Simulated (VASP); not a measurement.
Runs of VASP 6.6.1 on Ga2O3. The structure is that of space group R-3c (No. 167), or close to it. The cells are those of the table. 

| level | potentials or basis | cell | smearing | gap on the mesh (eV) | pressure (GPa) | largest force (eV/Å) |
| --- | --- | --- | --- | --- | --- | --- |
| PBE | VASP PAW PBE potentials, release 64 (Ga_d, O) | a = 5.325 Å, angles 55.8°, 10 atoms | fermi-dirac 0.02 eV | (b) | 10.5 | 0.07 |
| PBEsol | VASP PAW PBE potentials, release 64 (Ga_d, O) | a = 5.332 Å, angles 55.9°, 10 atoms | fermi-dirac 0.02 eV | 2.70 | 0.7 | 0.03 |
| LDA | VASP PAW LDA potentials, release 64 (Ga_d, O) | a = 5.325 Å, angles 55.8°, 10 atoms | gaussian 0.01 eV | (a) | -3.5 | 0.09 |
| LDA | VASP PAW LDA potentials, release 64 (Ga_d, O) | a = 5.276 Å, angles 55.9°, 10 atoms | fermi-dirac 0.02 eV | 3.06 | (c) | 0.03 |

Alike in all rows: task single point; no spin polarisation; k mesh 6 × 6 × 6; cutoff (eV) 520.

Question: Estimate the missing entries.

Answer: (a) 2.80; (b) 2.85; (c) 2.1.

Caveats: the cell stands under pressure (at least some runs); the PAW data sets were made with another functional, which shifts forces and pressure a little (at least some runs); the cell stands under tension (at least some runs).

A k mesh can miss the band edges, and the runs leave out spin-orbit coupling on Ga.
